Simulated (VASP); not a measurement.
A run of VASP 6.6.1:

Contents of INCAR:

```
SYSTEM = TiB2
ALGO = Normal
EDIFF = 1E-6
EDIFFG = -0.002
ENCUT = 600
GGA = PS
IBRION = 2
ISIF = 3
ISMEAR = -1
ISPIN = 2
LASPH = .True.
LCHARG = .False.
LMAXMIX = 4
LORBIT = 11
LREAL = .False.
LWAVE = .False.
MAGMOM = 0.2 0.2 0.2
NELM = 150
NSW = 100
PREC = Accurate
SIGMA = 0.05
```

KPOINTS

```
k-points
0
Gamma
  12 12 10
  0 0 0
```

Contents of POSCAR:

```
TiB2
1.0
    3.0292000000      0.0000000000      0.0000000000
   -1.5146000000      2.6233641531      0.0000000000
    0.0000000000      0.0000000000      3.2284000000
Ti B
1 2
Direct
    0.0000000000      0.0000000000      0.0000000000
    0.3333333333      0.6666666667      0.5000000000
    0.6666666667      0.3333333333      0.5000000000
```

Potentials or basis: VASP PAW PBE potentials, release 64 (Ti_sv, B).

Command:

```console
$ cat potpaw_PBE.64/Ti_sv/POTCAR potpaw_PBE.64/B/POTCAR > POTCAR
$ mpirun -np 1 vasp_std > vasp.out
```

Hardware: 1 thread of Intel Xeon 8259CL (shared host).

Problem. How long does it take, and how much memory?

Solution. Wall time 6.2 min on 1 thread of Intel Xeon 8259CL, on a shared host, peak memory 0.22 GiB. Counts: scf iterations 39, k points 114, ion steps 4.
